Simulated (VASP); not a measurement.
Be3S5: single point with PBE

Crystal: Be3S5.

```xyz
8
Lattice="-1.7845 1.7845 10.9326 1.7845 -1.7845 10.9326 1.7845 1.7845 -10.9326" Properties=species:S:1:pos:R:3 pbc="T T T"
Be    0.0000    0.0000   17.6188
Be    0.0000    0.0000    4.2463
Be    0.0000    0.0000    0.0000
S     1.7845    0.0000    9.8440
S     1.7845    0.0000    7.7478
S     0.0000    1.7845    5.4663
S     1.7845    0.0000    1.0885
S     1.7845    0.0000    3.1848
```

```json
{
  "Program": "VASP 6.6.1",
  "Task": "single point",
  "Functional": "PBE",
  "Potentials or basis": "VASP PAW PBE potentials, release 64 (Be, S)",
  "Cutoff": "520 eV",
  "k mesh": "7 × 7 × 7",
  "Occupations": "gaussian, width 0.2 eV",
  "Spin": "no spin polarisation",
  "Dipole correction": "no",
  "Further INCAR settings": "ALGO = Normal; EDIFF = 1e-06; NBANDS = 28"
}
```

| Property | Result |
| --- | --- |
| Pressure | -0.2 GPa |
| Largest force | 0.112 eV/Å |

Forces on the atoms (eV/Å):
```
Be   0.000  0.000  0.005
Be   0.000  0.000 -0.005
Be   0.000  0.000  0.000
S    0.000  0.000 -0.112
S    0.000  0.000  0.109
S    0.000  0.000  0.000
S    0.000  0.000  0.112
S    0.000  0.000 -0.109
```

Stress tensor (GPa, compression positive):
```
 0.02  0.00  0.00
 0.00  0.02  0.00
 0.00  0.00 -0.56
```

Levels at points of the mesh, in eV from the Fermi level:
| k point | band 15 | band 16 | band 17 | band 18 | band 19 | band 20 | band 21 | band 22 |
| --- | --- | --- | --- | --- | --- | --- | --- | --- |
| (0.00, 0.00, 0.00) | -2.31 | -2.31 | -0.11 | -0.11 | 0.09 | 0.92 | 2.14 | 2.37 |

It took 13 min on 1 thread of Intel(R) Xeon(R) 6975P-C (Granite Rapids) (shared host), peak memory 1 GiB.
